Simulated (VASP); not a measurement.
# SiC (P6_3mc) in VASP: further runs

Runs on SiC. Level: PBE. Tasks: single point.

All numbers are computed with VASP 6.6.1; they aren't measurements. Logs are shortened: lines on timing, memory, paths and dates and some standing lists are left out, and cuts for length are marked.

**1. The cell of the first run**

The structure is hexagonal, space group P6_3mc (No. 186). Conventional cell: a = 3.064 Å, b = 3.064 Å, c = 15.031 Å, α = 90.00°, β = 90.00°, γ = 120.00°. Si (site symmetry 3m) has 4 C at 1.88 Å within 2.5 Å. Si (site symmetry 3m) has 4 C at 1.88 Å within 2.5 Å. Within 2.5 Å of Si (site symmetry 3m) lie 4 C at 1.87 to 1.88 Å. C (site symmetry 3m) has 4 Si at 1.87 to 1.88 Å within 2.5 Å. Within 2.5 Å of C (site symmetry 3m) lie 4 Si at 1.88 Å. Within 2.5 Å of C (site symmetry 3m) lie 4 Si at 1.88 Å.

**2. Single point, PBE (volume scaled by 0.97, then relaxed in part)**

File INCAR:

```
PREC = Accurate
ENCUT = 520
EDIFF = 1E-6
ISMEAR = 0
SIGMA = 0.02
LREAL = F
LASPH = T
NELM = 100
ALGO = Normal
ISIF = 2
LWAVE = F
LCHARG = T
GGA = PE
LELF = T
LVHAR = T
NBANDS = 36
```

File KPOINTS:

```
Automatic mesh
0
Gamma
  12 12 2
```

File POSCAR:

```
SiC
1.0
    1.5318825216     -2.6532887301      0.0000000000
    1.5318825216      2.6532887301      0.0000000000
    0.0000000000      0.0000000000     15.0313607106
Si C
6 6
Direct
    0.1666665373      0.8333334627      0.8577006764
    0.8333334627      0.1666665373      0.3577006764
    0.4999993584      0.5000006416      0.5244891847
    0.5000006416      0.4999993584      0.0244891847
    0.8333334435      0.1666665565      0.6912035311
    0.1666665565      0.8333334435      0.1912035311
    0.5000010958      0.4999989042      0.6498388167
    0.4999989042      0.5000010958      0.1498388167
    0.1666662947      0.8333337053      0.9827008201
    0.8333337053      0.1666662947      0.4827008201
    0.8333327628      0.1666672372      0.8162069709
    0.1666672372      0.8333327628      0.3162069709
```

Potentials or basis: VASP PAW PBE potentials, release 64 (Si, C).

The run is started by

```sh
$ cat potpaw_PBE.64/Si/POTCAR potpaw_PBE.64/C/POTCAR > POTCAR
$ mpirun -np 1 vasp_std > vasp.out
```

OUTCAR:

```text
PREC = Accurate
   ENCUT = 520
   EDIFF = 1E-6
   ISMEAR = 0
   LREAL = F
   LASPH = T
   NELM = 100
   ISIF = 2
   GGA = PE

 ion  position               nearest neighbor table
   1  0.167  0.833  0.858-  11 1.88  11 1.88  11 1.88   9 1.88   5 3.06   5 3.06   5 3.06   4 3.07
                             4 3.07   4 3.07
   2  0.833  0.167  0.358-  12 1.88  12 1.88  12 1.88  10 1.88   6 3.06   6 3.06   6 3.06   3 3.07
                             3 3.07   3 3.07
   3  0.500  0.500  0.524-  10 1.88  10 1.88  10 1.88   7 1.88   5 3.07   5 3.07   5 3.07   2 3.07
                             2 3.07   2 3.07
   4  0.500  0.500  0.024-   9 1.88   9 1.88   9 1.88   8 1.88   6 3.07   6 3.07   6 3.07   1 3.07
                             1 3.07   1 3.07
   5  0.833  0.167  0.691-   7 1.87   7 1.87   7 1.87  11 1.88   1 3.06   1 3.06   1 3.06   3 3.07
                             3 3.07   3 3.07
   6  0.167  0.833  0.191-   8 1.87   8 1.87   8 1.87  12 1.88   2 3.06   2 3.06   2 3.06   4 3.07
                             4 3.07   4 3.07
   7  0.500  0.500  0.650-   5 1.87   5 1.87   5 1.87   3 1.88
   8  0.500  0.500  0.150-   6 1.87   6 1.87   6 1.87   4 1.88
   9  0.167  0.833  0.983-   4 1.88   4 1.88   4 1.88   1 1.88
  10  0.833  0.167  0.483-   3 1.88   3 1.88   3 1.88   2 1.88
  11  0.833  0.167  0.816-   1 1.88   1 1.88   1 1.88   5 1.88
  12  0.167  0.833  0.316-   2 1.88   2 1.88   2 1.88   6 1.88

  LATTYP: Found a hexagonal cell.
 ALAT       =     3.0637567046
 C/A-ratio  =     4.9061861498

  Lattice vectors:

 A1 = (   1.5318825216,  -2.6532887301,   0.0000000000)
 A2 = (   1.5318825216,   2.6532887301,   0.0000000000)
 A3 = (   0.0000000000,   0.0000000000,  15.0313607106)

Analysis of symmetry for initial positions (statically):
=====================================================================
 Subroutine PRICEL returns:
 Original cell was already a primitive cell.

 Routine SETGRP: Setting up the symmetry group for a
 hexagonal supercell.

 Subroutine GETGRP returns: Found 12 space group operations
 (whereof  2 operations were pure point group operations)
 out of a pool of 24 trial point group operations.

The static configuration has the point symmetry C_1h.
 The point group associated with its full space group is C_6v.

Analysis of symmetry for dynamics (positions and initial velocities):
=====================================================================
 Subroutine PRICEL returns:
 Original cell was already a primitive cell.

 Routine SETGRP: Setting up the symmetry group for a
 hexagonal supercell.
[... 139 lines left out ...]
   EMIN   =  10.00;   EMAX   =-10.00  energy-range for DOS
   EFERMI =   0.00;   METHOD = LEGACY
   ISMEAR =     0;   SIGMA  =   0.02  broadening in eV -4-tet -1-fermi 0-gaus
   EFERMI_NEDOS =   21; number of points for ismear=-14 and -15
   IALGO  =     38    algorithm
   IMIX   =      4    mixing-type and parameters
     AMIX     =   0.40;   BMIX     =  1.00
     AMIX_MAG =   1.60;   BMIX_MAG =  1.00
  volume/ion in A,a.u.               =      10.18        68.72
  Fermi-wavevector in a.u.,A,eV,Ry     =   1.198972  2.265729 19.558846  1.437535
  Thomas-Fermi vector in A             =   2.334847
   LORBIT       =      0    0 simple, 1 ext, 2 COOP (PROOUT), +10 PAW based schemes
   GGA     = PE    functional components
   LHFCALC =     F    Hartree Fock is set to
   AEXX    =    0.0000 exact exchange contribution
   IVDW    =     0    specifies the selected vdW correction
   LEPSILON=     F    determine dielectric tensor
   LRPA    =     F    only Hartree local field effects (RPA)
 non-spin polarized calculation
 Gauss-broadening in eV      SIGMA  =   0.02
  energy-cutoff  :      520.00
  volume of cell :      122.19
 maximum number of plane-waves:      3319
 NGX is ok and might be reduce to    24
   NGX = 11   NGY = 11   NGZ = 55

 number of electron      48.0000001 magnetization

 Free energy of the ion-electron system (eV)
  ---------------------------------------------------
  ext. energy  EPLUGINS =         0.00000000
  ---------------------------------------------------
  free energy    TOTEN  =       -90.29425180 eV

  energy without entropy =      -90.29425180  energy(sigma->0) =      -90.29425180

 E-fermi :   8.4767     XC(G=0): -11.4242

 val. band max:        8.3325138157   @ k =   0.0000   0.0000   0.0000
 cond. band min:      10.3544055574   @ k =   0.5000   0.0000   0.0000
 fundamental gap:      2.0218917416
 Fermi energy:         8.4766951422

 k-point     1 :       0.0000    0.0000    0.0000
  band No.  band energies     occupation
      1      -7.2495      2.00000
      2      -6.7216      2.00000
      3      -6.6847      2.00000
      4      -5.1695      2.00000
      5      -5.1404      2.00000
      6      -3.6229      2.00000
[... 925 lines left out ...]
     35      16.3224      0.00000
     36      16.3224      0.00000

 [... further k-points ...]

------------------------ aborting loop because EDIFF is reached ----------------------------------------

  FORCE on cell =-STRESS in cart. coord.  units (eV):
  Direction    XX          YY          ZZ          XY          YZ          ZX
  --------------------------------------------------------------------------------------
  -------------------------------------------------------------------------------------
  Total        5.2215073      5.2214694      5.2221331     -0.0000000      0.0000000      0.0000000
  in kB       68.4649365     68.4644396     68.4731420     -0.0000000      0.0000000      0.0000000
  external PRESSURE =      68.4675060 kB  Pullay stress =       0.0000000 kB

 VOLUME and BASIS-vectors are now :
 -----------------------------------------------------------------------------
  energy-cutoff  :      520.00
  volume of cell :      122.19
      direct lattice vectors                 reciprocal lattice vectors
     1.531882522 -2.653288730  0.000000000     0.326395786 -0.188445379  0.000000000
     1.531882522  2.653288730  0.000000000     0.326395786  0.188445379  0.000000000
     0.000000000  0.000000000 15.031360711     0.000000000  0.000000000  0.066527577

 POSITION                                       TOTAL-FORCE (eV/Angst)
 -----------------------------------------------------------------------------------
      1.53188      1.76886     12.89241         0.000000      0.000000      0.000461
      1.53188     -1.76886      5.37673         0.000000      0.000000      0.000461
      1.53188      0.00000      7.88379         0.000000      0.000000      0.004345
      1.53188     -0.00000      0.36811        -0.000000      0.000000      0.004345
      1.53188     -1.76886     10.38973        -0.000000      0.000000      0.001836
      1.53188      1.76886      2.87405        -0.000000     -0.000000      0.001836
      1.53188     -0.00001      9.76796         0.000000      0.000000     -0.005032
      1.53188      0.00001      2.25228         0.000000     -0.000000     -0.005032
      1.53188      1.76886     14.77133         0.000000      0.000000     -0.001482
      1.53188     -1.76886      7.25565         0.000000      0.000000     -0.001482
      1.53188     -1.76886     12.26870         0.000000     -0.000000     -0.000128
      1.53188      1.76886      4.75302        -0.000000      0.000000     -0.000128
 -----------------------------------------------------------------------------------
    total drift:                                0.000000      0.001299      0.000108

  FREE ENERGIE OF THE ION-ELECTRON SYSTEM (eV)
  ---------------------------------------------------
  free  energy   TOTEN  =       -90.2942517975 eV

  energy  without entropy=      -90.2942517975  energy(sigma->0) =      -90.29425180
```

OSZICAR:

```text
N       E                     dE             d eps       ncg     rms          rms(c)
DAV:   1     0.120825815944E+03    0.12083E+03   -0.21839E+04  2736   0.120E+03
DAV:   2    -0.903587866877E+02   -0.21118E+03   -0.19812E+03  3532   0.210E+02
DAV:   3    -0.101526750774E+03   -0.11168E+02   -0.11091E+02  3604   0.459E+01
DAV:   4    -0.101687089690E+03   -0.16034E+00   -0.15999E+00  3496   0.632E+00
DAV:   5    -0.101690368003E+03   -0.32783E-02   -0.32755E-02  3472   0.862E-01    0.220E+01
DAV:   6    -0.906236624547E+02    0.11067E+02   -0.32177E+01  3388   0.210E+01    0.987E+00
DAV:   7    -0.903433784702E+02    0.28028E+00   -0.33354E+00  3568   0.696E+00    0.418E+00
DAV:   8    -0.902981146707E+02    0.45264E-01   -0.20691E-01  3300   0.182E+00    0.129E+00
DAV:   9    -0.902934469793E+02    0.46677E-02   -0.29027E-02  3416   0.787E-01    0.180E-01
DAV:  10    -0.902941041989E+02   -0.65722E-03   -0.21638E-03  3508   0.202E-01    0.948E-02
DAV:  11    -0.902942484819E+02   -0.14428E-03   -0.28990E-04  3208   0.944E-02    0.187E-02
DAV:  12    -0.902942499974E+02   -0.15155E-05   -0.11830E-05  3636   0.160E-02    0.829E-03
DAV:  13    -0.902942514180E+02   -0.14205E-05   -0.15182E-06  2328   0.608E-03    0.239E-03
DAV:  14    -0.902942517975E+02   -0.37952E-06   -0.20559E-07  2004   0.224E-03
   1 F= -.90294252E+02 E0= -.90294252E+02  d E =-.209118E-26
```

stdout:

```text
POSCAR found type information on POSCAR SiC
 POSCAR found :  2 types and      12 ions
 scaLAPACK will be used
 LDA part: xc-table for (Slater+PW92), standard interpolation
 POSCAR, INCAR and KPOINTS ok, starting setup
 FFT: planning ... GRIDC
 FFT: planning ... GRID_SOFT
 FFT: planning ... GRID
 WAVECAR not read
 entering main loop
```

Wall time 1.8 min (1 thread of Intel Xeon Platinum 8488C (Sapphire Rapids), shared host); peak memory 0.29 GiB.

Results:

```yaml
Free_energy: -90.2943 eV
Pressure: 6.8 GPa
Largest_force: 0.005 eV/Å
Band_gap_on_the_k_mesh: 2.02 eV, indirect (least direct gap 3.12 eV)
```

Forces on the atoms (eV/Å):
```
Si   0.000  0.000  0.000
Si   0.000  0.000  0.000
Si   0.000  0.000  0.004
Si   0.000  0.000  0.004
Si   0.000  0.000  0.002
Si   0.000  0.000  0.002
C    0.000  0.000 -0.005
C    0.000  0.000 -0.005
C    0.000  0.000 -0.001
C    0.000  0.000 -0.001
C    0.000  0.000  0.000
C    0.000  0.000  0.000
```

Levels at points of the mesh, in eV from the valence-band top:
```
           k point  band 21  band 22  band 23  band 24  band 25  band 26  band 27  band 28
(0.00, 0.00, 0.00)    -0.30    -0.03     0.00     0.00     5.32     5.49     5.90     6.41
(0.50, 0.00, 0.00)    -1.82    -1.79    -1.67    -1.10     2.02     2.22     3.24     3.92
(0.00, 0.00, 0.50)    -0.10    -0.10    -0.10    -0.10     5.38     5.38     6.13     6.13
(0.50, 0.00, 0.50)    -1.72    -1.72    -1.31    -1.31     2.07     2.07     3.46     3.46
```

Caveat: the cell differs from its parent crystal (volume scaled by 0.97, then relaxed in part). A k mesh can miss the band edges.

**3. Single point, PBE**

This run uses another cell than the first one, of 10.50 Å³/atom, 1.031 times its volume.

File INCAR:

```
SYSTEM = SiC
PREC = Accurate
ENCUT = 520
EDIFF = 1E-6
ISMEAR = 0
SIGMA = 0.02
LREAL = .False.
LASPH = .True.
NELM = 60
ALGO = Normal
ISIF = 2
LWAVE = .False.
LCHARG = .False.
GGA = PE
NBANDS = 36
```

File KPOINTS:

```
regular mesh
0
Gamma
  12 12 2
  0 0 0
```

File POSCAR:

```
SiC
1.0
    1.5474176124     -2.6802318468      0.0000000000
    1.5474176124      2.6802318468      0.0000000000
    0.0000000000      0.0000000000     15.1864630242
Si C
6 6
Direct
    0.1666625987      0.8333374013      0.8577086564
    0.8333374013      0.1666625987      0.3577086564
    0.5000001078      0.4999998922      0.5244818336
    0.4999998922      0.5000001078      0.0244818336
    0.8333309377      0.1666690623      0.6912147307
    0.1666690623      0.8333309377      0.1912147307
    0.5000013133      0.4999986867      0.6498371866
    0.4999986867      0.5000013133      0.1498371866
    0.1666670428      0.8333329572      0.9826927785
    0.8333329572      0.1666670428      0.4826927785
    0.8333306207      0.1666693793      0.8162048142
    0.1666693793      0.8333306207      0.3162048142
```

Potentials or basis: VASP PAW PBE potentials, release 64 (Si, C).

The run is started by

```sh
$ cat potpaw_PBE.64/Si/POTCAR potpaw_PBE.64/C/POTCAR > POTCAR
$ mpirun -np 1 vasp_std > vasp.out
```

Run time: 4.3 min. Hardware: 1 thread of Intel Xeon Platinum 8488C (Sapphire Rapids), shared host; peak memory 0.42 GiB.

It converged, with:

- Free energy: -90.3738 eV
- Pressure: 0.0 GPa
- Band gap on the k mesh: 2.03 eV, indirect (least direct gap 3.12 eV)

Levels at points of the mesh, in eV from the valence-band top:
| k point | band 22 | band 23 | band 24 | band 25 | band 26 | band 27 |
| --- | --- | --- | --- | --- | --- | --- |
| (0.00, 0.00, 0.00) | -0.04 | 0.00 | 0.00 | 5.05 | 5.23 | 5.63 |
| (0.50, 0.00, 0.00) | -1.77 | -1.65 | -1.10 | 2.03 | 2.21 | 3.19 |
| (0.50, 0.50, 0.00) | -1.77 | -1.65 | -1.10 | 2.03 | 2.21 | 3.19 |
| (0.00, 0.00, 0.50) | -0.10 | -0.10 | -0.10 | 5.12 | 5.12 | 5.86 |
| (0.50, 0.00, 0.50) | -1.70 | -1.30 | -1.30 | 2.07 | 2.07 | 3.41 |
| (0.50, 0.50, 0.50) | -1.70 | -1.30 | -1.30 | 2.07 | 2.07 | 3.41 |
